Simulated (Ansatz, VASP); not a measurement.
# MgCd2Se3: VASP beside Ansatz

Contents of POSCAR:

```
MgCd2Se3
1.0
    4.3435967663      0.0000000000      0.0000000000
   -2.1717983832      3.7616651434      0.0000000000
    0.0000000000      0.0000000000     21.1619985804
Mg Cd Se
2 4 6
Direct
    0.6666666667      0.3333333333      0.1691192991
    0.3333333333      0.6666666667      0.3283903503
    0.6666666667      0.3333333333      0.4949998741
    0.6666666667      0.3333333333      0.8353789299
    0.3333333333      0.6666666667      0.6651304540
    0.3333333333      0.6666666667      0.0059276031
    0.6666666667      0.3333333333      0.2918928072
    0.6666666667      0.3333333333      0.6219267737
    0.6666666667      0.3333333333      0.9624153843
    0.3333333333      0.6666666667      0.1328692576
    0.3333333333      0.6666666667      0.4515126503
    0.3333333333      0.6666666667      0.7921566363
```

The input INCAR.step1:

```
ALGO = Normal
EDIFF = 1E-4
ENCUT = 520
GGA = PE
ISMEAR = 0
LASPH = T
LCHARG = F
LREAL = F
LWAVE = T
NBANDS = 56
NELM = 60
PREC = Accurate
SIGMA = 0.02
```

The input INCAR.step2:

```
ALGO = Normal
EDIFF = 1E-6
ENCUT = 520
ISIF = 2
ISMEAR = 0
ISTART = 1
LASPH = T
LCHARG = F
LMIXTAU = T
LREAL = F
LWAVE = F
METAGGA = R2SCAN
NBANDS = 56
NELM = 60
PREC = Accurate
SIGMA = 0.02
```

The input KPOINTS:

```
k-points
0
Gamma
  6 6 2
```

Input for Ansatz:

```yaml
crystal:
  lattice:
    - [4.3435967663, 0.0, 0.0]
    - [-2.1717983832, 3.7616651434, 0.0]
    - [0.0, 0.0, 21.1619985804]
  atoms:
    - { symbol: Mg, position: [0.6666666667, 0.3333333333, 0.1691192991] }
    - { symbol: Mg, position: [0.3333333333, 0.6666666667, 0.3283903503] }
    - { symbol: Cd, position: [0.6666666667, 0.3333333333, 0.4949998741] }
    - { symbol: Cd, position: [0.6666666667, 0.3333333333, 0.8353789299] }
    - { symbol: Cd, position: [0.3333333333, 0.6666666667, 0.665130454] }
    - { symbol: Cd, position: [0.3333333333, 0.6666666667, 0.0059276031] }
    - { symbol: Se, position: [0.6666666667, 0.3333333333, 0.2918928072] }
    - { symbol: Se, position: [0.6666666667, 0.3333333333, 0.6219267737] }
    - { symbol: Se, position: [0.6666666667, 0.3333333333, 0.9624153843] }
    - { symbol: Se, position: [0.3333333333, 0.6666666667, 0.1328692576] }
    - { symbol: Se, position: [0.3333333333, 0.6666666667, 0.4515126503] }
    - { symbol: Se, position: [0.3333333333, 0.6666666667, 0.7921566363] }
basis:
  ecutwfc: 500
kpoints:
  mp_grid: { grid: [6, 6, 2] }
  band_path:
    path:
      - [[0.0, 0.0, 0.0], [0.5, 0.0, 0.0], [0.33333333, 0.33333333, 0.0], [0.0, 0.0, 0.0], [0.0, 0.0, 0.5], [0.5, 0.0, 0.5], [0.33333333, 0.33333333, 0.5], [0.0, 0.0, 0.5]]
      - [[0.5, 0.0, 0.5], [0.5, 0.0, 0.0]]
      - [[0.33333333, 0.33333333, 0.5], [0.33333333, 0.33333333, 0.0]]
    npoints: 10
hamiltonian:
  xc: r2scan
scf:
  occupations: { method: gaussian, width: 0.02 }
  n_extra_bands: 30
output:
  forces: true
  stress: true
  eigenvalues: true
  populations: true
  dos: { projected: true, de: 0.02, nscf_kmesh: { grid: [9, 9, 3] } }
  bader: false
  write_density: true
  write_potential: true
  elf: true
  volumetric_format: npy
```

Alike in both runs: task single point; functional r2SCAN; k mesh 6 × 6 × 2; occupations gaussian, width 0.02 eV; no spin polarisation.

```csv
,VASP,Ansatz
version,VASP 6.6.1,Ansatz 0.2.0
potentials or method,"VASP PAW PBE potentials, release 64 (Mg, Cd, Se), cutoff 520 eV","scalar-relativistic, plane waves, PAW"
valence electrons in the cell,88,196
```

Ansatz gave:

```
gap on the k mesh at the Fermi level (eV) : 1.40
least direct gap on the mesh (eV)         : 1.40
pressure (GPa)                            : -1.4
rms of the force components (eV/Å)        : 0.010
```

**Question.** Estimate VASP's values.

**Answer.** gap on the k mesh at the Fermi level (eV): 1.39; least direct gap on the mesh (eV): 1.39; pressure (GPa): -1.3; rms of the force components (eV/Å): 0.008.

VASP's potentials were made for PBE, not for r2SCAN. Atom by atom the forces differ by 0.009 eV/Å (rms over components). VASP's potentials hold 88 valence electrons a cell and Ansatz's 196, so a difference there can come from the potentials and not from the codes. Ansatz's warnings: k point list ram cut.
